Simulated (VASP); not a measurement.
# Na4H in VASP: notebook, part 2 of 2

VASP 6.6.1.

### Step 4. Single point, PBE

INCAR

```
SYSTEM = Na4H
PREC = Accurate
ENCUT = 520
EDIFF = 1E-6
ISMEAR = 0
SIGMA = 0.1
LREAL = .False.
LASPH = .True.
NELM = 100
ALGO = Normal
ISIF = 2
LWAVE = .False.
LCHARG = .True.
LDIPOL = .True.
IDIPOL = 3
DIPOL = 0.5 0.5 0.292
GGA = PE
LELF = .True.
LVHAR = .True.
LVACPOTAV = .True.
NBANDS = 40
```

KPOINTS

```
regular mesh
0
Gamma
  4 4 1
  0 0 0
```

POSCAR

```
Na4H
1.0
    7.2665057608      0.0000000000      0.0000000000
   -2.4221685869      6.8509273320      0.0000000000
    0.0000000000      0.0000000000     20.9665385532
Na H
8 2
Direct
    0.2500000000      0.2500000000      0.1907801800
    0.2500000000      0.7500000000      0.1907801800
    0.7500000000      0.2500000000      0.1907801800
    0.7500000000      0.7500000000      0.1907801800
    0.0000000000      0.0000000000      0.3322693699
    0.0000000000      0.5000000000      0.3322693699
    0.5000000000      0.0000000000      0.3322693699
    0.5000000000      0.5000000000      0.3322693699
   -0.0447257610      0.7500000000      0.4147817977
    0.0447257610      0.7500000000      0.4147817977
```

Potentials or basis: VASP PAW PBE potentials, release 64 (Na_pv, H).

On the command line:

```bash
$ cat potpaw_PBE.64/Na_pv/POTCAR potpaw_PBE.64/H/POTCAR > POTCAR
$ mpirun -np 1 vasp_std > vasp.out
```

OUTCAR:

```text
SYSTEM = Na4H
   PREC = Accurate
   ENCUT = 520
   EDIFF = 1E-6
   ISMEAR = 0
   LREAL = .False.
   LASPH = .True.
   NELM = 100
   ISIF = 2
   GGA = PE

 ion  position               nearest neighbor table
   1  0.250  0.250  0.191-
   2  0.250  0.750  0.191-
   3  0.750  0.250  0.191-
   4  0.750  0.750  0.191-
   5  0.000  0.000  0.332-
   6  0.000  0.500  0.332-
[... 640 lines left out ...]
  Total        2.9532191     -0.7591324      0.4095513     -0.3170687      0.0000000      0.0000000
  in kB        4.5331963     -1.1652696      0.6286620     -0.4867010      0.0000000      0.0000000
  external PRESSURE =       1.3321962 kB  Pullay stress =       0.0000000 kB

 VOLUME and BASIS-vectors are now :
 -----------------------------------------------------------------------------
  energy-cutoff  :      520.00
  volume of cell :     1043.76
      direct lattice vectors                 reciprocal lattice vectors
     7.266505761  0.000000000  0.000000000     0.137617726  0.048655214  0.000000000
    -2.422168587  6.850927332  0.000000000     0.000000000  0.145965641  0.000000000
     0.000000000  0.000000000 20.966538553     0.000000000  0.000000000  0.047695045

 POSITION                                       TOTAL-FORCE (eV/Angst)
 -----------------------------------------------------------------------------------
      1.21108      1.71273      4.00000         0.002899      0.003989      0.012258
      0.00000      5.13820      4.00000         0.011686     -0.000343      0.017637
      4.84434      1.71273      4.00000        -0.002899     -0.003989      0.012258
      3.63325      5.13820      4.00000        -0.011686      0.000343      0.017637
      0.00000      0.00000      6.96654        -0.064339      0.186315     -0.179174
     -1.21108      3.42546      6.96654         0.064339     -0.186315     -0.179174
      3.63325      0.00000      6.96654         0.078036      0.026792     -0.035147
      2.42217      3.42546      6.96654        -0.078036     -0.026792     -0.035147
      5.12488      5.13820      8.69654        -5.093165     -0.094171      0.184426
     -1.49163      5.13820      8.69654         5.093165      0.094171      0.184426
 -----------------------------------------------------------------------------------
    total drift:                               -0.000000     -0.000000     -0.006296

  FREE ENERGIE OF THE ION-ELECTRON SYSTEM (eV)
  ---------------------------------------------------
  free  energy   TOTEN  =       -15.4783895736 eV

  energy  without entropy=      -15.4500976670  energy(sigma->0) =      -15.46424362

 vacuum level on the upper side and lower side of the slab         0.885         1.168
```

OSZICAR:

```text
N       E                     dE             d eps       ncg     rms          rms(c)
DAV:   1     0.359398319010E+03    0.35940E+03   -0.27020E+04  1104   0.104E+03
DAV:   2     0.281186594800E+01   -0.35659E+03   -0.35326E+03   896   0.331E+02
DAV:   3    -0.161859848942E+02   -0.18998E+02   -0.18911E+02   928   0.856E+01
[... 14 lines left out ...]
DAV:  18    -0.154783587494E+02   -0.40404E-04   -0.23190E-06   672   0.434E-03    0.706E-04
DAV:  19    -0.154783715092E+02   -0.12760E-04   -0.25301E-07   704   0.298E-03    0.581E-04
DAV:  20    -0.154783864882E+02   -0.14979E-04   -0.79122E-07   656   0.184E-03    0.289E-04
DAV:  21    -0.154783887656E+02   -0.22774E-05   -0.77567E-08   680   0.273E-03    0.158E-04
DAV:  22    -0.154783895736E+02   -0.80796E-06   -0.77359E-08   648   0.755E-04
   1 F= -.15478390E+02 E0= -.15464244E+02  d E =-.282919E-01
```

stdout:

```text
POSCAR found type information on POSCAR NaH
 POSCAR found :  2 types and      10 ions
 scaLAPACK will be used
 LDA part: xc-table for (Slater+PW92), standard interpolation
 POSCAR, INCAR and KPOINTS ok, starting setup
 FFT: planning ... GRIDC
 FFT: planning ... GRID_SOFT
 FFT: planning ... GRID
 WAVECAR not read
 entering main loop
 -----------------------------------------------------------------------------
|                                                                             |
|           W    W    AA    RRRRR   N    N  II  N    N   GGGG   !!!           |
|           W    W   A  A   R    R  NN   N  II  NN   N  G    G  !!!           |
|           W    W  A    A  R    R  N N  N  II  N N  N  G       !!!           |
|           W WW W  AAAAAA  RRRRR   N  N N  II  N  N N  G  GGG   !            |
|           WW  WW  A    A  R   R   N   NN  II  N   NN  G    G                |
|           W    W  A    A  R    R  N    N  II  N    N   GGGG   !!!           |
|                                                                             |
|     Did not find any points to average over, which means that no vacuum     |
|     field-free region was found. Please increase the size of  your cell     |
|     in the dimension of the dipole correction to obtain accurate            |
|     workfunction values.                                                    |
|                                                                             |
 -----------------------------------------------------------------------------
```

Run time: 8.2 min. Hardware: 1 thread of Intel Xeon 6975P-C (Granite Rapids), shared host; peak memory 1.1 GiB.

What came out:

| Item | Value |
| --- | --- |
| Free energy | -15.4784 eV |
| Largest force | 5.097 eV/Å |
| Band gap on the k mesh | zero (bands 29 and 30 overlap by 0.69 eV) |

Forces on the atoms (eV/Å):
```
Na   0.003  0.004  0.012
Na   0.012  0.000  0.018
Na  -0.003 -0.004  0.012
Na  -0.012  0.000  0.018
Na  -0.064  0.186 -0.179
Na   0.064 -0.186 -0.179
Na   0.078  0.027 -0.035
Na  -0.078 -0.027 -0.035
H   -5.093 -0.094  0.184
H    5.093  0.094  0.184
```

### Step 5. The runs side by side

```csv
cell,gap on the mesh (eV),largest force (eV/Å)
"as given, atomic positions A",none,5.37
"as given, atomic positions B",none,5.27
"as given, atomic positions C",none,5.10
```

Alike in all rows: task single point; level PBE; potentials or basis VASP PAW PBE potentials, release 64 (Na_pv, H); no spin polarisation; k mesh 4 × 4 × 1; cutoff (eV) 520; smearing gaussian 0.1 eV.

Total energies depend on the potentials used, so only differences within one code and one set of settings carry meaning.
